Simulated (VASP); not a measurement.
# HfN (Fm-3m) in VASP: notebook

HfN is run at these levels: PBEsol; tasks: single point.

Everything below comes from runs of VASP 6.6.1. Logs are shortened: lines on timing, memory, paths and dates and some standing lists are left out, and cuts for length are marked.

## 1. The cell of the first run

The structure is cubic, space group Fm-3m (No. 225). The conventional cell has a = 4.501 Å, b = 4.501 Å, c = 4.501 Å, α = 90.00°, β = 90.00°, γ = 90.00°. Within 3.0 Å of Hf (site symmetry m-3m) lie 6 N at 2.25 Å. Within 3.0 Å of N (site symmetry m-3m) lie 6 Hf at 2.25 Å.

## 2. Single point, PBEsol

Contents of INCAR:

```
ALGO     = Normal         # electronic algorithm
EDIFF    = 1E-6           # SCF threshold, eV
ENCUT    = 520            # plane-wave cutoff, eV
GGA      = PS             # functional
ISIF     = 2              # what is computed and relaxed
ISMEAR   = 1              # smearing method
LASPH    = True           # aspherical terms in the spheres
LCHARG   = False          # write CHGCAR
LREAL    = False          # projectors in reciprocal space
LWAVE    = False          # write WAVECAR
NBANDS   = 14             # bands
NELM     = 80             # most SCF steps
PREC     = Accurate       # precision mode
SIGMA    = 0.1            # smearing width, eV
```

Contents of KPOINTS:

```
k-points
0
Gamma
  10 10 10
```

Contents of POSCAR:

```
HfN
1.0
    3.1828855035      0.0000000000      0.0000000000
    1.5914427518      2.7564597034      0.0000000000
    1.5914427518      0.9188199011      2.5988151311
Hf N
1 1
Direct
    0.0000000000      0.0000000000      0.0000000000
    0.5000000000      0.5000000000      0.5000000000
```

Potentials or basis: VASP PAW PBE potentials, release 64 (Hf_pv, N).

Run with:

```sh
cat potpaw_PBE.64/Hf_pv/POTCAR potpaw_PBE.64/N/POTCAR > POTCAR
mpirun -np 1 vasp_std > vasp.out
```

OUTCAR:

```text
EDIFF = 1E-6
   ENCUT = 520
   GGA = PS
   ISIF = 2
   ISMEAR = 1
   LASPH = True
   LREAL = False
   NELM = 80
   PREC = Accurate

 ion  position               nearest neighbor table
   1  0.000  0.000  0.000-   2 2.25   2 2.25   2 2.25   2 2.25   2 2.25   2 2.25
   2  0.500  0.500  0.500-   1 2.25   1 2.25   1 2.25   1 2.25   1 2.25   1 2.25

  LATTYP: Found a face centered cubic cell.
 ALAT       =     4.5012798466

  Lattice vectors:

 A1 = (   3.1828855035,   0.0000000000,   0.0000000000)
 A2 = (   1.5914427518,   2.7564597034,   0.0000000000)
 A3 = (   1.5914427518,   0.9188199011,   2.5988151311)

Analysis of symmetry for initial positions (statically):
=====================================================================
 Subroutine PRICEL returns:
 Original cell was already a primitive cell.

 Routine SETGRP: Setting up the symmetry group for a
 face centered cubic supercell.

 Subroutine GETGRP returns: Found 48 space group operations
 (whereof 48 operations were pure point group operations)
 out of a pool of 48 trial point group operations.

The static configuration has the point symmetry O_h .

Analysis of symmetry for dynamics (positions and initial velocities):
=====================================================================
 Subroutine PRICEL returns:
 Original cell was already a primitive cell.

 Routine SETGRP: Setting up the symmetry group for a
 face centered cubic supercell.

 Subroutine GETGRP returns: Found 48 space group operations
 (whereof 48 operations were pure point group operations)
 out of a pool of 48 trial point group operations.

The dynamic configuration has the point symmetry O_h .

 Subroutine INISYM returns: Found 48 space group operations
 (whereof 48 operations are pure point group operations),
 and found     1 'primitive' translations

----------------------------------------------------------------------------------------

                                     Primitive cell

  volume of cell :      22.8007

  direct lattice vectors                    reciprocal lattice vectors
     3.182885504  0.000000000  0.000000000     0.314180324 -0.181392095 -0.128263580
     1.591442752  2.756459703  0.000000000     0.000000000  0.362784190 -0.128263580
     1.591442752  0.918819901  2.598815131     0.000000000  0.000000000  0.384790741

  length of vectors
     3.182885504  3.182885504  3.182885504     0.384790741  0.384790741  0.384790741

  position of ions in fractional coordinates (direct lattice)
     0.000000000  0.000000000  0.000000000
     0.500000000  0.500000000  0.500000000

  ion indices of the primitive-cell ions
   primitive index   ion index
                 1           1
                 2           2

----------------------------------------------------------------------------------------

 KPOINTS: k-points

Automatic generation of k-mesh.
 Grid dimensions read from file:
 generate k-points for:   10   10   10

 Generating k-lattice:

  Cartesian coordinates                     Fractional coordinates (reciprocal lattice)
     0.031418032 -0.018139209 -0.012826358     0.100000000  0.000000000  0.000000000
     0.000000000  0.036278419 -0.012826358     0.000000000  0.100000000  0.000000000
     0.000000000  0.000000000  0.038479074     0.000000000  0.000000000  0.100000000

  Length of vectors
     0.038479074  0.038479074  0.038479074

  Shift w.r.t. Gamma in fractional coordinates (k-lattice)
     0.000000000  0.000000000  0.000000000

 Subroutine IBZKPT returns following result:
 ===========================================

 Found     47 irreducible k-points:

 Following reciprocal coordinates:
            Coordinates               Weight
  0.000000  0.000000  0.000000      1.000000
  0.100000  0.000000 -0.000000      8.000000
  0.200000  0.000000 -0.000000      8.000000
  0.300000  0.000000 -0.000000      8.000000
  0.400000  0.000000  0.000000      8.000000
  0.500000 -0.000000 -0.000000      4.000000
[... 16 lines left out ...]
  0.300000  0.300000  0.000000      6.000000
  0.400000  0.300000 -0.000000     24.000000
 [... further k-points ...]
   k-points           NKPTS =     47   k-points in BZ     NKDIM =     47   number of bands    NBANDS=     14
   number of dos      NEDOS =    301   number of ions     NIONS =      2
   total plane-waves  NPLWV =  13824
   dimension x,y,z NGX =    24 NGY =   24 NGZ =   24
   dimension x,y,z NGXF=    48 NGYF=   48 NGZF=   48
   ions per type =               1   1
   NGX,Y,Z   is equivalent  to a cutoff of  12.54, 12.54, 12.54 a.u.
   NGXF,Y,Z  is equivalent  to a cutoff of  25.07, 25.07, 25.07 a.u.
 SYSTEM =  unknown system
   PREC   = accura    normal or accurate (medium, high low for compatibility)
   ISTART =      0    job   : 0-new  1-cont  2-samecut
   ICHARG =      2    charge: 1-file 2-atom 10-const
   ISPIN  =      1    spin polarized calculation?
   LNONCOLLINEAR =      F non collinear calculations
   LSORBIT =      F    spin-orbit coupling
   LASPH  =      T    aspherical Exc in radial PAW
   ENCUT  =  520.0 eV  38.22 Ry    6.18 a.u.   5.92  5.92  5.92*2*pi/ulx,y,z
   NELM   =     80;   NELMIN=  2; NELMDL= -5     # of ELM steps
   EDIFF  = 0.1E-05   stopping-criterion for ELM
   LREAL  =      F    real-space projection
   EDIFFG = 0.1E-04   stopping-criterion for IOM
   NSW    =      0    number of steps for IOM
   IBRION =     -1    ionic relax: 0-MD 1-quasi-New 2-CG
   NFREE  =      0    steps in history (QN), initial steepest desc. (CG)
   ISIF   =      2    stress and relaxation
   ISYM   =      2    0-nonsym 1-usesym 2-fastsym
   POTIM  = 0.5000    time-step for ionic-motion
   TEBEG  =    0.0;   TEEND  =   0.0 temperature during run
   PSTRESS=    0.0 pullay stress
   NELECT =      15.0000    total number of electrons
   NUPDOWN=      -1.0000    fix difference up-down
   EMIN   =  10.00;   EMAX   =-10.00  energy-range for DOS
   EFERMI =   0.00;   METHOD = LEGACY
   ISMEAR =     1;   SIGMA  =   0.10  broadening in eV -4-tet -1-fermi 0-gaus
   EFERMI_NEDOS =   21; number of points for ismear=-14 and -15
   IALGO  =     38    algorithm
   IMIX   =      4    mixing-type and parameters
     AMIX     =   0.40;   BMIX     =  1.00
     AMIX_MAG =   1.60;   BMIX_MAG =  1.00
  volume/ion in A,a.u.               =      11.40        76.93
  Fermi-wavevector in a.u.,A,eV,Ry     =   1.423823  2.690635 27.582696  2.027271
  Thomas-Fermi vector in A             =   2.544379
   LORBIT       =      0    0 simple, 1 ext, 2 COOP (PROOUT), +10 PAW based schemes
   GGA     = PS    functional components
   LHFCALC =     F    Hartree Fock is set to
   AEXX    =    0.0000 exact exchange contribution
   IVDW    =     0    specifies the selected vdW correction
   LEPSILON=     F    determine dielectric tensor
   LRPA    =     F    only Hartree local field effects (RPA)
 non-spin polarized calculation
 Methfessel and Paxton  Order N= 1 SIGMA  =   0.10
  energy-cutoff  :      520.00
  volume of cell :       22.80
 maximum number of plane-waves:       636
   NGX = 11   NGY = 11   NGZ = 11

 number of electron      15.0000001 magnetization

 Free energy of the ion-electron system (eV)
  ---------------------------------------------------
  ext. energy  EPLUGINS =         0.00000000
  ---------------------------------------------------
  free energy    TOTEN  =       -22.98483911 eV

  energy without entropy =      -22.98407479  energy(sigma->0) =      -22.98458434

 E-fermi :   8.3256     XC(G=0): -12.9519

 val. band max:        8.2851912708   @ k =  -0.4000   0.3000   0.0000
 cond. band min:       8.3421475685   @ k =  -0.1000   0.1000   0.0000
 fundamental gap:      0.0569562977
 Fermi energy:         8.3256365165

 k-point     1 :       0.0000    0.0000    0.0000
  band No.  band energies     occupation
      1     -22.7121      2.00000
      2     -22.7121      2.00000
      3     -22.7121      2.00000
      4      -9.2117      2.00000
      5       5.2945      2.00000
      6       5.2945      2.00000
      7       5.2945      2.00000
      8       7.9225      2.00000
      9       7.9225      2.00000
     10       7.9225      2.00000
     11      10.2142     -0.00000
     12      10.2714     -0.00000
     13      10.2714     -0.00000
     14      17.8638      0.00000

 k-point     2 :       0.1000    0.0000   -0.0000
  band No.  band energies     occupation
      1     -22.8187      2.00000
      2     -22.7209      2.00000
      3     -22.7209      2.00000
      4      -8.9747      2.00000
      5       4.3581      2.00000
      6       4.7347      2.00000
      7       4.7347      2.00000
      8       8.1601      2.04110
      9       8.2556      1.91986
     10       8.2556      1.91986
     11      10.9149      0.00000
     12      11.0283      0.00000
     13      11.0283      0.00000
     14      18.6436      0.00000

 k-point     3 :       0.2000    0.0000   -0.0000
  band No.  band energies     occupation
      1     -23.0862      2.00000
      2     -22.7438      2.00000
      3     -22.7438      2.00000
      4      -8.3383      2.00000
      5       2.6641      2.00000
      6       3.7189      2.00000
      7       3.7189      2.00000
      8       8.5550     -0.00553
      9       9.0851     -0.00000
     10       9.0851     -0.00000
     11      12.3659      0.00000
     12      12.7309      0.00000
     13      12.7309      0.00000
     14      20.5058      0.00000
[... 324 lines left out ...]
 k-point    23 :       0.3000    0.3000    0.0000
  band No.  band energies     occupation
      1     -23.3088      2.00000
      2     -22.9258      2.00000
      3     -22.9258      2.00000
      4      -7.8817      2.00000
      5       1.4455      2.00000
      6       4.4399      2.00000
      7       4.4399      2.00000
      8       5.3176      2.00000
      9      11.5817      0.00000
     10      12.1488      0.00000
     11      12.4633      0.00000
     12      12.4633      0.00000
     13      17.4265      0.00000
     14      20.5868      0.00000

 k-point    24 :       0.4000    0.3000   -0.0000
  band No.  band energies     occupation
      1     -23.4228      2.00000
      2     -22.9901      2.00000
      3     -22.9594      2.00000
      4      -7.7711      2.00000
      5       1.6712      2.00000
      6       3.6687      2.00000
      7       4.1754      2.00000
      8       5.7856      2.00000
      9      12.4354      0.00000
     10      12.9682      0.00000
     11      13.1343      0.00000
     12      13.2158      0.00000
     13      17.5902      0.00000
     14      19.7121      0.00000

 [... further k-points ...]

------------------------ aborting loop because EDIFF is reached ----------------------------------------

  FORCE on cell =-STRESS in cart. coord.  units (eV):
  Direction    XX          YY          ZZ          XY          YZ          ZX
  --------------------------------------------------------------------------------------
  -------------------------------------------------------------------------------------
  Total       -0.2991341     -0.2991341     -0.2991341     -0.0000000      0.0000000     -0.0000000
  in kB      -21.0197924    -21.0197924    -21.0197924     -0.0000000      0.0000000     -0.0000000
  external PRESSURE =     -21.0197924 kB  Pullay stress =       0.0000000 kB

 VOLUME and BASIS-vectors are now :
 -----------------------------------------------------------------------------
  energy-cutoff  :      520.00
  volume of cell :       22.80
      direct lattice vectors                 reciprocal lattice vectors
     3.182885504  0.000000000  0.000000000     0.314180324 -0.181392095 -0.128263580
     1.591442752  2.756459703  0.000000000     0.000000000  0.362784190 -0.128263580
     1.591442752  0.918819901  2.598815131     0.000000000  0.000000000  0.384790741

 POSITION                                       TOTAL-FORCE (eV/Angst)
 -----------------------------------------------------------------------------------
      0.00000      0.00000      0.00000        -0.000000     -0.000000      0.000000
      3.18289      1.83764      1.29941         0.000000      0.000000      0.000000
 -----------------------------------------------------------------------------------
    total drift:                               -0.000000      0.000000     -0.000000

  FREE ENERGIE OF THE ION-ELECTRON SYSTEM (eV)
  ---------------------------------------------------
  free  energy   TOTEN  =       -22.9848391101 eV

  energy  without entropy=      -22.9840747877  energy(sigma->0) =      -22.98458434
```

Run time: 7 s. Hardware: 1 thread of Intel Xeon Platinum 8559C (Emerald Rapids), shared host; peak memory 0.14 GiB.

Results:

```yaml
Free_energy: -22.9848 eV
Pressure: -2.1 GPa
```

Levels at points of the mesh, in eV from the Fermi level:
```tsv
k point	band 4	band 5	band 6	band 7	band 8	band 9	band 10	band 11	band 12	band 13
(0.00, 0.00, 0.00)	-17.54	-3.03	-3.03	-3.03	-0.40	-0.40	-0.40	1.89	1.95	1.95
(0.50, 0.00, 0.00)	-14.70	-9.00	-6.26	-6.26	3.32	3.74	3.74	4.44	8.98	8.98
(0.50, 0.50, 0.00)	-16.42	-5.42	-3.92	-3.70	-3.70	4.13	5.61	5.61	5.72	8.06
```

Caveat: the PAW data sets were made with another functional, which shifts forces and pressure a little; spin-orbit coupling is left out, which moves the levels of the heavy elements.

## 3. Single point, PBEsol

This run uses another cell than the first one, of 11.32 Å³/atom, 0.993 times its volume.

Contents of INCAR:

```
PREC = Accurate
ENCUT = 520
EDIFF = 1E-6
ISMEAR = 1
SIGMA = 0.1
LREAL = F
LASPH = T
NELM = 60
ALGO = Normal
ISIF = 2
LWAVE = F
LCHARG = F
GGA = PS
NBANDS = 14
```

Contents of KPOINTS:

```
regular mesh
0
Gamma
  10 10 10
```

Contents of POSCAR:

```
HfN
1.0
    3.1756696105      0.0000000000      0.0000000000
    1.5878348053      2.7502105567      0.0000000000
    1.5878348053      0.9167368522      2.5929233791
Hf N
1 1
Direct
    0.0000000000      0.0000000000      0.0000000000
    0.5000000000      0.5000000000      0.5000000000
```

Potentials or basis: VASP PAW PBE potentials, release 64 (Hf_pv, N).

Run with:

```sh
cat potpaw_PBE.64/Hf_pv/POTCAR potpaw_PBE.64/N/POTCAR > POTCAR
mpirun -np 1 vasp_std > vasp.out
```

Wall time 7.3 s (1 thread of Intel Xeon Platinum 8559C (Emerald Rapids), shared host); peak memory 0.14 GiB.

The run converged. Its results:

* Free energy: -22.9858 eV
* Pressure: -0.2 GPa

Levels at points of the mesh, in eV from the Fermi level:
```
           k point  band 5  band 6  band 7  band 8  band 9  band 10  band 11  band 12
(0.00, 0.00, 0.00)   -3.04   -3.04   -3.04   -0.41   -0.41    -0.41     1.95     1.96
(0.50, 0.00, 0.00)   -9.04   -6.30   -6.30    3.35    3.78     3.78     4.47     9.06
(0.50, 0.50, 0.00)   -5.42   -3.95   -3.70   -3.70    4.16     5.67     5.67     5.80
```

Caveat: the PAW data sets were made with another functional, which shifts forces and pressure a little; spin-orbit coupling is left out, which moves the levels of the heavy elements.
